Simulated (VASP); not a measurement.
# Ni (Fm-3m) in VASP: notebook

Ni is run at these levels: LDA; tasks: single point.

Program: VASP 6.6.1. These are calculated values, not measurements. Logs are shortened: lines on timing, memory, paths and dates and some standing lists are left out, and cuts for length are marked.

## Step 1: The cell of the first run

The structure is cubic, space group Fm-3m (No. 225). The conventional cell has a = 3.517 Å, b = 3.517 Å, c = 3.517 Å, α = 90.00°, β = 90.00°, γ = 90.00°. Within 3.3 Å of Ni (site symmetry m-3m) lie 12 Ni at 2.49 Å.

## Step 2: Single point, LDA, collinear spin, ferromagnetic start

The input, INCAR:

```
SYSTEM = Ni
ALGO = Normal ; EDIFF = 1E-6
ENCUT = 520 ; ISIF = 2
ISMEAR = 0 ; ISPIN = 2
LASPH = .TRUE. ; LCHARG = .TRUE.
LELF = .TRUE. ; LMAXMIX = 4
LORBIT = 11 ; LREAL = .FALSE.
LVHAR = .TRUE. ; LWAVE = .FALSE.
MAGMOM = 0.73 ; NBANDS = 15
NELM = 150 ; NUPDOWN = 0.73
PREC = Accurate ; SIGMA = 0.1
```

The input, KPOINTS:

```
k-points
0
G
  12 12 12
  0 0 0
```

The input, POSCAR:

```
Ni
1.0
    0.0000000000      1.7584000000      1.7584000000
    1.7584000000      0.0000000000      1.7584000000
    1.7584000000      1.7584000000      0.0000000000
Ni
1
Direct
    0.0000000000      0.0000000000      0.0000000000
```

Potentials or basis: VASP PAW LDA potentials, release 64 (Ni).

The run is started by

```
$ cat potpaw_LDA.64/Ni/POTCAR > POTCAR
$ mpirun -np 1 vasp_std > vasp.out
```

OUTCAR:

```text
SYSTEM = Ni
   EDIFF = 1E-6
   ENCUT = 520
   ISIF = 2
   ISMEAR = 0
   ISPIN = 2
   LASPH = .TRUE.
   LORBIT = 11
   LREAL = .FALSE.
   NELM = 150
   NUPDOWN = 0.73
   PREC = Accurate

 ion  position               nearest neighbor table
   1  0.000  0.000  0.000-

  LATTYP: Found a face centered cubic cell.
 ALAT       =     3.5168000000

  Lattice vectors:

 A1 = (   0.0000000000,   1.7584000000,   1.7584000000)
 A2 = (   1.7584000000,   0.0000000000,   1.7584000000)
 A3 = (   1.7584000000,   1.7584000000,   0.0000000000)

Analysis of symmetry for initial positions (statically):
=====================================================================
 Subroutine PRICEL returns:
 Original cell was already a primitive cell.

 Routine SETGRP: Setting up the symmetry group for a
 face centered cubic supercell.

 Subroutine GETGRP returns: Found 48 space group operations
 (whereof 48 operations were pure point group operations)
 out of a pool of 48 trial point group operations.

The static configuration has the point symmetry O_h .

Analysis of symmetry for dynamics (positions and initial velocities):
=====================================================================
 Subroutine PRICEL returns:
 Original cell was already a primitive cell.

 Routine SETGRP: Setting up the symmetry group for a
 face centered cubic supercell.

 Subroutine GETGRP returns: Found 48 space group operations
 (whereof 48 operations were pure point group operations)
 out of a pool of 48 trial point group operations.

The dynamic configuration has the point symmetry O_h .

Analysis of structural, dynamic, and magnetic symmetry:
=====================================================================
 Subroutine PRICEL returns:
 Original cell was already a primitive cell.

 Routine SETGRP: Setting up the symmetry group for a
 face centered cubic supercell.

 Subroutine GETGRP returns: Found 48 space group operations
 (whereof 48 operations were pure point group operations)
 out of a pool of 48 trial point group operations.

The overall configuration has the point symmetry O_h .

 Subroutine INISYM returns: Found 48 space group operations
 (whereof 48 operations are pure point group operations),
 and found     1 'primitive' translations

----------------------------------------------------------------------------------------

                                     Primitive cell

  volume of cell :      10.8738

  direct lattice vectors                    reciprocal lattice vectors
     0.000000000  1.758400000  1.758400000    -0.284349409  0.284349409  0.284349409
     1.758400000  0.000000000  1.758400000     0.284349409 -0.284349409  0.284349409
     1.758400000  1.758400000  0.000000000     0.284349409  0.284349409 -0.284349409

  length of vectors
     2.486753128  2.486753128  2.486753128     0.492507623  0.492507623  0.492507623

  position of ions in fractional coordinates (direct lattice)
     0.000000000  0.000000000  0.000000000

  ion indices of the primitive-cell ions
   primitive index   ion index
                 1           1

----------------------------------------------------------------------------------------

 KPOINTS: k-points

Automatic generation of k-mesh.
 Grid dimensions read from file:
 generate k-points for:   12   12   12

 Generating k-lattice:

  Cartesian coordinates                     Fractional coordinates (reciprocal lattice)
    -0.023695784  0.023695784  0.023695784     0.083333333  0.000000000  0.000000000
     0.023695784 -0.023695784  0.023695784     0.000000000  0.083333333  0.000000000
     0.023695784  0.023695784 -0.023695784     0.000000000  0.000000000  0.083333333

  Length of vectors
     0.041042302  0.041042302  0.041042302

  Shift w.r.t. Gamma in fractional coordinates (k-lattice)
     0.000000000  0.000000000  0.000000000

 Subroutine IBZKPT returns following result:
 ===========================================

 Found     72 irreducible k-points:

 Following reciprocal coordinates:
            Coordinates               Weight
  0.000000  0.000000  0.000000      1.000000
  0.083333  0.000000  0.000000      8.000000
  0.166667  0.000000  0.000000      8.000000
  0.250000  0.000000  0.000000      8.000000
  0.333333  0.000000  0.000000      8.000000
  0.416667  0.000000  0.000000      8.000000
[... 16 lines left out ...]
  0.500000  0.166667  0.000000     24.000000
 -0.416667  0.166667  0.000000     24.000000
 [... further k-points ...]
   k-points           NKPTS =     72   k-points in BZ     NKDIM =     72   number of bands    NBANDS=     15
   number of dos      NEDOS =    301   number of ions     NIONS =      1
   total plane-waves  NPLWV =   5832
   dimension x,y,z NGX =    18 NGY =   18 NGZ =   18
   dimension x,y,z NGXF=    36 NGYF=   36 NGZF=   36
   ions per type =               1
   NGX,Y,Z   is equivalent  to a cutoff of  12.03, 12.03, 12.03 a.u.
   NGXF,Y,Z  is equivalent  to a cutoff of  24.07, 24.07, 24.07 a.u.
 SYSTEM =  Ni
   PREC   = accura    normal or accurate (medium, high low for compatibility)
   ISTART =      0    job   : 0-new  1-cont  2-samecut
   ICHARG =      2    charge: 1-file 2-atom 10-const
   ISPIN  =      2    spin polarized calculation?
   LNONCOLLINEAR =      F non collinear calculations
   LSORBIT =      F    spin-orbit coupling
   LASPH  =      T    aspherical Exc in radial PAW
   ENCUT  =  520.0 eV  38.22 Ry    6.18 a.u.   4.62  4.62  4.62*2*pi/ulx,y,z
   NELM   =    150;   NELMIN=  2; NELMDL= -5     # of ELM steps
   EDIFF  = 0.1E-05   stopping-criterion for ELM
   LREAL  =      F    real-space projection
   EDIFFG = 0.1E-04   stopping-criterion for IOM
   NSW    =      0    number of steps for IOM
   IBRION =     -1    ionic relax: 0-MD 1-quasi-New 2-CG
   NFREE  =      0    steps in history (QN), initial steepest desc. (CG)
   ISIF   =      2    stress and relaxation
   ISYM   =      2    0-nonsym 1-usesym 2-fastsym
   POTIM  = 0.5000    time-step for ionic-motion
   TEBEG  =    0.0;   TEEND  =   0.0 temperature during run
   PSTRESS=    0.0 pullay stress
   NELECT =      10.0000    total number of electrons
   NUPDOWN=       0.7300    fix difference up-down
   EMIN   =  10.00;   EMAX   =-10.00  energy-range for DOS
   EFERMI =   0.00;   METHOD = LEGACY
   ISMEAR =     0;   SIGMA  =   0.10  broadening in eV -4-tet -1-fermi 0-gaus
   EFERMI_NEDOS =   21; number of points for ismear=-14 and -15
   IALGO  =     38    algorithm
   IMIX   =      4    mixing-type and parameters
     AMIX     =   0.40;   BMIX     =  1.00
     AMIX_MAG =   1.60;   BMIX_MAG =  1.00
  volume/ion in A,a.u.               =      10.87        73.38
  Fermi-wavevector in a.u.,A,eV,Ry     =   1.592015  3.008472 34.484126  2.534512
  Thomas-Fermi vector in A             =   2.690466
   LORBIT       =     11    0 simple, 1 ext, 2 COOP (PROOUT), +10 PAW based schemes
   GGA     = CA    functional components
   LHFCALC =     F    Hartree Fock is set to
   AEXX    =    0.0000 exact exchange contribution
   IVDW    =     0    specifies the selected vdW correction
   LEPSILON=     F    determine dielectric tensor
   LRPA    =     F    only Hartree local field effects (RPA)
 spin polarized calculation
 Gauss-broadening in eV      SIGMA  =   0.10
  energy-cutoff  :      520.00
  volume of cell :       10.87
 maximum number of plane-waves:       304
   NGX =  9   NGY =  9   NGZ =  9

 number of electron      10.0000013 magnetization       0.7300002

 Free energy of the ion-electron system (eV)
  ---------------------------------------------------
  ext. energy  EPLUGINS =         0.00000000
  ---------------------------------------------------
  free energy    TOTEN  =        -6.52707143 eV

  energy without entropy =       -6.51802730  energy(sigma->0) =       -6.52254936

 E-fermi :   9.0202     XC(G=0): -13.6188

 val. band max:        9.1546678385   @ k =   0.4167   0.1667   0.0000
 cond. band min:       9.0449174968   @ k =  -0.1667   0.1667   0.0000
 fundamental gap:     -0.1097503417
 Fermi energy:         9.3269940263

 spin component 1

 k-point     1 :       0.0000    0.0000    0.0000
  band No.  band energies     occupation
      1       0.0347      1.00000
      2       6.5957      1.00000
      3       6.5957      1.00000
      4       6.5957      1.00000
      5       7.7453      1.00000
      6       7.7453      1.00000
      7      32.8190      0.00000
      8      36.5634      0.00000
      9      36.5634      0.00000
     10      36.5634      0.00000
     11      39.5131      0.00000
     12      39.5131      0.00000
     13      39.5131      0.00000
     14      42.7302      0.00000
     15      48.6827      0.00000
[... 397 lines left out ...]
 k-point    24 :      -0.4167    0.1667    0.0000
  band No.  band energies     occupation
      1       4.7392      1.00000
      2       6.1961      1.00000
      3       6.8106      1.00000
      4       6.9720      1.00000
      5       8.2932      1.00000
      6      11.2349      0.00000
      7      15.1888      0.00000
      8      25.7755      0.00000
      9      30.4762      0.00000
     10      31.7759      0.00000
     11      40.8763      0.00000
     12      41.4318      0.00000
     13      48.3168      0.00000
     14      50.9724      0.00000
     15      52.1931      0.00000

 [... further k-points ...]

 spin component 2

 k-point     1 :       0.0000    0.0000    0.0000
  band No.  band energies     occupation
      1       0.0998      1.00000
      2       7.3269      1.00000
      3       7.3269      1.00000
      4       7.3269      1.00000
      5       8.4310      1.00000
      6       8.4310      1.00000
      7      32.8139      0.00000
      8      36.6408      0.00000
      9      36.6408      0.00000
     10      36.6408      0.00000
     11      39.7191      0.00000
     12      39.7191      0.00000
     13      39.7191      0.00000
     14      42.7195      0.00000
     15      48.8953      0.00000
[... 397 lines left out ...]
 k-point    24 :      -0.4167    0.1667    0.0000
  band No.  band energies     occupation
      1       5.2265      1.00000
      2       6.7446      1.00000
      3       7.3654      1.00000
      4       7.6458      1.00000
      5       9.0720      0.23224
      6      11.6209      0.00000
      7      15.5851      0.00000
      8      25.9467      0.00000
      9      30.6370      0.00000
     10      31.8751      0.00000
     11      41.0193      0.00000
     12      41.5273      0.00000
     13      48.5117      0.00000
     14      51.2037      0.00000
     15      52.3493      0.00000

 [... further k-points ...]

------------------------ aborting loop because EDIFF is reached ----------------------------------------

  FORCE on cell =-STRESS in cart. coord.  units (eV):
  Direction    XX          YY          ZZ          XY          YZ          ZX
  --------------------------------------------------------------------------------------
  -------------------------------------------------------------------------------------
  Total       -1.0811594     -1.0811594     -1.0811594      0.0000000      0.0000000     -0.0000000
  in kB     -159.3005594   -159.3005594   -159.3005594      0.0000000      0.0000000     -0.0000000
  external PRESSURE =    -159.3005594 kB  Pullay stress =       0.0000000 kB

 VOLUME and BASIS-vectors are now :
 -----------------------------------------------------------------------------
  energy-cutoff  :      520.00
  volume of cell :       10.87
      direct lattice vectors                 reciprocal lattice vectors
     0.000000000  1.758400000  1.758400000    -0.284349409  0.284349409  0.284349409
     1.758400000  0.000000000  1.758400000     0.284349409 -0.284349409  0.284349409
     1.758400000  1.758400000  0.000000000     0.284349409  0.284349409 -0.284349409

 POSITION                                       TOTAL-FORCE (eV/Angst)
 -----------------------------------------------------------------------------------
      0.00000      0.00000      0.00000         0.000000      0.000000      0.000000
 -----------------------------------------------------------------------------------
    total drift:                                0.000000     -0.000000      0.000000

  FREE ENERGIE OF THE ION-ELECTRON SYSTEM (eV)
  ---------------------------------------------------
  free  energy   TOTEN  =        -6.5270714262 eV

  energy  without entropy=       -6.5180272998  energy(sigma->0) =       -6.52254936

 total charge

# of ion       s       p       d       tot
------------------------------------------
    1        0.504   0.501   8.314   9.319

 magnetization (x)

# of ion       s       p       d       tot
------------------------------------------
    1       -0.002  -0.016   0.750   0.733
```

Wall time 34 s (1 thread of Intel Xeon 8259CL, shared host); peak memory 0.13 GiB.

What came out:

```yaml
Free_energy: -6.5271 eV
Pressure: -15.9 GPa
Net_moment: 0.73 μB per cell
Site_moments: Ni +0.73 μB
Valence_electrons_inside_the_program's_atomic_spheres: Ni 9.32
```

Caveat: the cell stands under tension; the total moment is fixed, so each spin has its own Fermi level.

## Step 3: Single point, LDA, collinear spin, ferromagnetic start

The input, INCAR:

```
SYSTEM = Ni
PREC     = Accurate       ! precision mode
ENCUT    = 520            ! plane-wave cutoff, eV
EDIFF    = 1E-7           ! SCF threshold, eV
ISMEAR   = 0              ! smearing method
SIGMA    = 0.1            ! smearing width, eV
LREAL    = .FALSE.        ! projectors in reciprocal space
LASPH    = .TRUE.         ! aspherical terms in the spheres
NELM     = 150            ! most SCF steps
ALGO     = Normal         ! electronic algorithm
ISIF     = 2              ! what is computed and relaxed
LWAVE    = .FALSE.        ! write WAVECAR
LCHARG   = .TRUE.         ! write CHGCAR
ISPIN    = 2              ! spin polarisation
MAGMOM   = 1.21           ! initial moments
LORBIT   = 11             ! projections on sites
NUPDOWN  = 1.21           ! fixed moment
LMAXMIX  = 4              ! l up to which the mixer works
LELF     = .TRUE.         ! ELF
LVHAR    = .TRUE.       
NBANDS   = 15             ! bands
```

The input, KPOINTS:

```
Automatic mesh
0
G
  12 12 12
  0 0 0
```

POSCAR is that of step 2.

Potentials or basis: VASP PAW LDA potentials, release 64 (Ni).

The run is started by

```
$ cat potpaw_LDA.64/Ni/POTCAR > POTCAR
$ mpirun -np 1 vasp_std > vasp.out
```

It took 39 s on 1 thread of Intel Xeon 8259CL, shared host; peak memory 0.13 GiB.

The run converged. Its results:

```
Free energy                                           : -6.2590 eV
Pressure                                              : -10.4 GPa
Net moment                                            : 1.21 μB per cell
Site moments                                          : Ni +1.18 μB
Valence electrons inside the program's atomic spheres : Ni 9.30
```

Caveat: the cell stands under tension; the total moment is fixed, so each spin has its own Fermi level.

[end of part 1 of 2]
